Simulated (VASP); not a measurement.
# AlN (P6_3mc) in VASP: notebook, part 2 of 2

VASP 6.6.1. Earlier steps stand in the parts before.

## Step 4: Single point, r2SCAN (strain -0.040 along x and y, +0.000 along z)

POSCAR

```
AlN
1.0
    2.9823987248      0.0000000000      0.0000000000
   -1.4911993624      2.5828330599      0.0000000000
    0.0000000000      0.0000000000      4.9784048429
Al N
2 2
Direct
    0.3333333333      0.6666666667      0.0016929024
    0.6666666667      0.3333333333      0.5016929024
    0.3333333333      0.6666666667      0.3833070976
    0.6666666667      0.3333333333      0.8833070976
```

INCAR.step1

```
SYSTEM = AlN
PREC     = Accurate       ! precision mode
ENCUT    = 520            ! plane-wave cutoff, eV
ISMEAR   = 0              ! smearing method
SIGMA    = 0.05           ! smearing width, eV
LREAL    = .FALSE.        ! projectors in reciprocal space
LASPH    = .TRUE.         ! aspherical terms in the spheres
NELM     = 80             ! most SCF steps
NBANDS   = 16             ! bands
GGA      = PE             ! functional
ALGO     = Normal         ! electronic algorithm
EDIFF    = 1E-4           ! SCF threshold, eV
LWAVE    = .TRUE.         ! write WAVECAR
LCHARG   = .FALSE.        ! write CHGCAR
```

INCAR.step2

```
SYSTEM = AlN
PREC     = Accurate       ! precision mode
ENCUT    = 520            ! plane-wave cutoff, eV
EDIFF    = 1E-6           ! SCF threshold, eV
ISMEAR   = 0              ! smearing method
SIGMA    = 0.05           ! smearing width, eV
LREAL    = .FALSE.        ! projectors in reciprocal space
LASPH    = .TRUE.         ! aspherical terms in the spheres
NELM     = 80             ! most SCF steps
ALGO     = Normal         ! electronic algorithm
ISIF     = 2              ! what is computed and relaxed
LWAVE    = .FALSE.        ! write WAVECAR
LCHARG   = .FALSE.        ! write CHGCAR
METAGGA  = R2SCAN         ! meta-GGA
LMIXTAU  = .TRUE.       
NBANDS   = 16             ! bands
ISTART   = 1
```

KPOINTS

```
Automatic mesh
0
G
  12 12 6
  0 0 0
```

Potentials or basis: VASP PAW PBE potentials, release 64 (Al, N).

The run is started by

```sh
> cat potpaw_PBE.64/Al/POTCAR potpaw_PBE.64/N/POTCAR > POTCAR
> cp INCAR.step1 INCAR
> mpirun -np 1 vasp_std > vasp.out
> cp INCAR.step2 INCAR
> mpirun -np 1 vasp_std > vasp.out
```

OUTCAR:

```text
SYSTEM = AlN
   PREC = Accurate
   ENCUT = 520
   EDIFF = 1E-6
   ISMEAR = 0
   LREAL = .FALSE.
   LASPH = .TRUE.
   NELM = 80
   ISIF = 2
   METAGGA = R2SCAN
   ISTART = 1

 ion  position               nearest neighbor table
   1  0.333  0.667  0.002-   4 1.82   4 1.82   4 1.82   3 1.90   2 3.03   2 3.03   2 3.03   2 3.03
                             2 3.03   2 3.03
   2  0.667  0.333  0.502-   3 1.82   3 1.82   3 1.82   4 1.90   1 3.03   1 3.03   1 3.03   1 3.03
                             1 3.03   1 3.03
   3  0.333  0.667  0.383-   2 1.82   2 1.82   2 1.82   1 1.90
   4  0.667  0.333  0.883-   1 1.82   1 1.82   1 1.82   2 1.90

  LATTYP: Found a hexagonal cell.
 ALAT       =     2.9823987248
 C/A-ratio  =     1.6692619942

  Lattice vectors:

 A1 = (   2.9823987248,   0.0000000000,   0.0000000000)
 A2 = (  -1.4911993624,   2.5828330599,   0.0000000000)
 A3 = (   0.0000000000,   0.0000000000,   4.9784048429)

Analysis of symmetry for initial positions (statically):
=====================================================================
 Subroutine PRICEL returns:
 Original cell was already a primitive cell.

 Routine SETGRP: Setting up the symmetry group for a
 hexagonal supercell.

 Subroutine GETGRP returns: Found 12 space group operations
 (whereof  6 operations were pure point group operations)
 out of a pool of 24 trial point group operations.

The static configuration has the point symmetry C_3v.
 The point group associated with its full space group is C_6v.

Analysis of symmetry for dynamics (positions and initial velocities):
=====================================================================
 Subroutine PRICEL returns:
 Original cell was already a primitive cell.

 Routine SETGRP: Setting up the symmetry group for a
 hexagonal supercell.

 Subroutine GETGRP returns: Found 12 space group operations
 (whereof  6 operations were pure point group operations)
 out of a pool of 24 trial point group operations.

The dynamic configuration has the point symmetry C_3v.
 The point group associated with its full space group is C_6v.

 Subroutine INISYM returns: Found 12 space group operations
 (whereof  6 operations are pure point group operations),
 and found     1 'primitive' translations

----------------------------------------------------------------------------------------

                                     Primitive cell

  volume of cell :      38.3488

  direct lattice vectors                    reciprocal lattice vectors
     2.982398725  0.000000000  0.000000000     0.335300573  0.193585876  0.000000000
    -1.491199362  2.582833060  0.000000000     0.000000000  0.387171752  0.000000000
     0.000000000  0.000000000  4.978404843     0.000000000  0.000000000  0.200867553

  length of vectors
     2.982398725  2.982398725  4.978404843     0.387171752  0.387171752  0.200867553

  position of ions in fractional coordinates (direct lattice)
     0.333333333  0.666666667  0.001692902
     0.666666667  0.333333333  0.501692902
     0.333333333  0.666666667  0.383307098
     0.666666667  0.333333333  0.883307098

  ion indices of the primitive-cell ions
   primitive index   ion index
                 1           1
                 2           2
                 3           3
                 4           4

[... 25 lines left out ...]

 Following reciprocal coordinates:
            Coordinates               Weight
  0.000000  0.000000  0.000000      1.000000
  0.083333  0.000000  0.000000      6.000000
  0.166667  0.000000  0.000000      6.000000
  0.250000 -0.000000  0.000000      6.000000
  0.333333  0.000000  0.000000      6.000000
  0.416667  0.000000  0.000000      6.000000
[... 16 lines left out ...]
  0.250000 -0.000000  0.166667     12.000000
  0.333333  0.000000  0.166667     12.000000
 [... further k-points ...]
   k-points           NKPTS =     76   k-points in BZ     NKDIM =     76   number of bands    NBANDS=     16
   number of dos      NEDOS =    301   number of ions     NIONS =      4
   total plane-waves  NPLWV =  23040
   dimension x,y,z NGX =    24 NGY =   24 NGZ =   40
   dimension x,y,z NGXF=    48 NGYF=   48 NGZF=   80
   ions per type =               2   2
   NGX,Y,Z   is equivalent  to a cutoff of  13.38, 13.38, 13.36 a.u.
   NGXF,Y,Z  is equivalent  to a cutoff of  26.76, 26.76, 26.71 a.u.
 SYSTEM =  AlN
   PREC   = accura    normal or accurate (medium, high low for compatibility)
   ISTART =      1    job   : 0-new  1-cont  2-samecut
   ICHARG =      0    charge: 1-file 2-atom 10-const
   ISPIN  =      1    spin polarized calculation?
   LNONCOLLINEAR =      F non collinear calculations
   LSORBIT =      F    spin-orbit coupling
   LASPH  =      T    aspherical Exc in radial PAW
   ENCUT  =  520.0 eV  38.22 Ry    6.18 a.u.   5.55  5.55  9.26*2*pi/ulx,y,z
   NELM   =     80;   NELMIN=  2; NELMDL=  0     # of ELM steps
   EDIFF  = 0.1E-05   stopping-criterion for ELM
   LREAL  =      F    real-space projection
   EDIFFG = 0.1E-04   stopping-criterion for IOM
   NSW    =      0    number of steps for IOM
   IBRION =     -1    ionic relax: 0-MD 1-quasi-New 2-CG
   NFREE  =      0    steps in history (QN), initial steepest desc. (CG)
   ISIF   =      2    stress and relaxation
   ISYM   =      2    0-nonsym 1-usesym 2-fastsym
   POTIM  = 0.5000    time-step for ionic-motion
   TEBEG  =    0.0;   TEEND  =   0.0 temperature during run
   PSTRESS=    0.0 pullay stress
   NELECT =      16.0000    total number of electrons
   NUPDOWN=      -1.0000    fix difference up-down
   EMIN   =  10.00;   EMAX   =-10.00  energy-range for DOS
   EFERMI =   0.00;   METHOD = LEGACY
   ISMEAR =     0;   SIGMA  =   0.05  broadening in eV -4-tet -1-fermi 0-gaus
   EFERMI_NEDOS =   21; number of points for ismear=-14 and -15
   IALGO  =     38    algorithm
   IMIX   =      4    mixing-type and parameters
     AMIX     =   0.40;   BMIX     =  1.00
     AMIX_MAG =   1.60;   BMIX_MAG =  1.00
  volume/ion in A,a.u.               =       9.59        64.70
  Fermi-wavevector in a.u.,A,eV,Ry     =   1.223294  2.311690 20.360404  1.496447
  Thomas-Fermi vector in A             =   2.358410
   LORBIT       =      0    0 simple, 1 ext, 2 COOP (PROOUT), +10 PAW based schemes
   METAGGA = R2SCAN    functional components
   LHFCALC =     F    Hartree Fock is set to
   AEXX    =    0.0000 exact exchange contribution
   IVDW    =     0    specifies the selected vdW correction
   LEPSILON=     F    determine dielectric tensor
   LRPA    =     F    only Hartree local field effects (RPA)
 non-spin polarized calculation
 Gauss-broadening in eV      SIGMA  =   0.05
  energy-cutoff  :      520.00
  volume of cell :       38.35
 maximum number of plane-waves:      1056
 NGX is ok and might be reduce to    24
   NGX = 11   NGY = 11   NGZ = 19

 number of electron      16.0000002 magnetization

 Free energy of the ion-electron system (eV)
  ---------------------------------------------------
  ext. energy  EPLUGINS =         0.00000000
  ---------------------------------------------------
  free energy    TOTEN  =       -38.18732710 eV

  energy without entropy =      -38.18732710  energy(sigma->0) =      -38.18732710

 E-fermi :   6.8315     XC(G=0): -11.7926

 val. band max:        6.5477439122   @ k =   0.0000   0.0000   0.0000
 cond. band min:      12.2925833330   @ k =   0.3333   0.3333   0.0000
 fundamental gap:      5.7448394208
 Fermi energy:         6.8315456203

 k-point     1 :       0.0000    0.0000    0.0000
  band No.  band energies     occupation
      1      -9.7667      2.00000
      2      -7.5746      2.00000
      3       0.1516      2.00000
      4       5.9792      2.00000
      5       5.9792      2.00000
      6       6.5413      2.00000
[... 433 lines left out ...]
      3       1.5196      2.00000
      4       2.4922      2.00000
      5       3.0918      2.00000
      6       4.9901      2.00000
[... 8 lines left out ...]
     15      20.9576      0.00000
     16      23.2822      0.00000

 [... further k-points ...]
[... 5 lines left out ...]
  --------------------------------------------------------------------------------------
  -------------------------------------------------------------------------------------
  Total        6.8259954      6.8259954      1.3617725      0.0000000      0.0000000      0.0000000
  in kB      285.1834519    285.1834519     56.8935299      0.0000000      0.0000000      0.0000000
  external PRESSURE =     209.0868112 kB  Pullay stress =       0.0000000 kB

 VOLUME and BASIS-vectors are now :
 -----------------------------------------------------------------------------
  energy-cutoff  :      520.00
  volume of cell :       38.35
      direct lattice vectors                 reciprocal lattice vectors
     2.982398725  0.000000000  0.000000000     0.335300573  0.193585876  0.000000000
    -1.491199362  2.582833060  0.000000000     0.000000000  0.387171752  0.000000000
     0.000000000  0.000000000  4.978404843     0.000000000  0.000000000  0.200867553

 POSITION                                       TOTAL-FORCE (eV/Angst)
 -----------------------------------------------------------------------------------
     -0.00000      1.72189      0.00843        -0.000000      0.000000      0.590697
      1.49120      0.86094      2.49763         0.000000     -0.000000      0.590697
     -0.00000      1.72189      1.90826        -0.000000      0.000000     -0.590697
      1.49120      0.86094      4.39746        -0.000000     -0.000000     -0.590697
 -----------------------------------------------------------------------------------
    total drift:                               -0.000000     -0.000000      0.005689

  FREE ENERGIE OF THE ION-ELECTRON SYSTEM (eV)
  ---------------------------------------------------
  free  energy   TOTEN  =       -38.1873271042 eV

  energy  without entropy=      -38.1873271042  energy(sigma->0) =      -38.18732710
```

Wall time 51 s (1 thread of Intel Xeon 6975P-C (Granite Rapids), shared host); peak memory 0.18 GiB.

Results:

```
Free energy            : -38.1873 eV
Pressure               : 20.9 GPa
Largest force          : 0.591 eV/Å
Band gap on the k mesh : 5.74 eV, indirect (least direct gap 5.79 eV)
```

Forces in eV/Å, atoms in the order of the input:
```
Al   0.000  0.000  0.591
Al   0.000  0.000  0.591
N    0.000  0.000 -0.591
N    0.000  0.000 -0.591
```

Stress tensor (GPa, compression positive):
```
28.52  0.00  0.00
 0.00 28.52  0.00
 0.00  0.00  5.69
```

Levels at points of the mesh, in eV from the valence-band top:
| k point | band 4 | band 5 | band 6 | band 7 | band 8 | band 9 | band 10 | band 11 | band 12 | band 13 |
| --- | --- | --- | --- | --- | --- | --- | --- | --- | --- | --- |
| (0.00, 0.00, 0.00) | -0.57 | -0.57 | -0.01 | -0.01 | 0.00 | 5.79 | 8.93 | 12.31 | 13.27 | 13.27 |
| (0.50, 0.00, 0.00) | -4.40 | -3.39 | -1.89 | -1.72 | -0.57 | 6.53 | 7.28 | 9.99 | 11.89 | 12.56 |
| (0.00, 0.00, 0.50) | -3.54 | -0.29 | -0.29 | -0.29 | -0.29 | 8.38 | 8.38 | 12.03 | 12.03 | 13.60 |
| (0.50, 0.00, 0.50) | -5.80 | -1.41 | -1.41 | -1.30 | -1.30 | 6.32 | 6.32 | 10.80 | 10.80 | 13.96 |

Caveat: the cell differs from its parent crystal (strain -0.040 along x and y, +0.000 along z); the PAW data sets were made with another functional, which shifts forces and pressure a little. A k mesh can miss the band edges.

## Step 5: Summary

```csv
cell,gap on the mesh (eV),pressure (GPa),largest force (eV/Å)
"a = 2.858, b = 2.858, c = 5.377 Å, angles 90.0, 90.0, 120.0°, 4 atoms",4.64,32.1,1.65
"a = 3.107, b = 3.107, c = 4.580 Å, angles 90.0, 90.0, 120.0°, 4 atoms",5.40,21.6,1.99
"a = 2.982, b = 2.982, c = 4.978 Å, angles 90.0, 90.0, 120.0°, 4 atoms",5.74,20.9,0.59
```

Alike in all rows: task single point; level r2SCAN; potentials or basis VASP PAW PBE potentials, release 64 (Al, N); no spin polarisation; k mesh 12 × 12 × 6; cutoff (eV) 520; smearing gaussian 0.05 eV.

Caveats: the PAW data sets were made with another functional, which shifts forces and pressure a little.

Absolute energies hang on the potentials; compare differences alone.
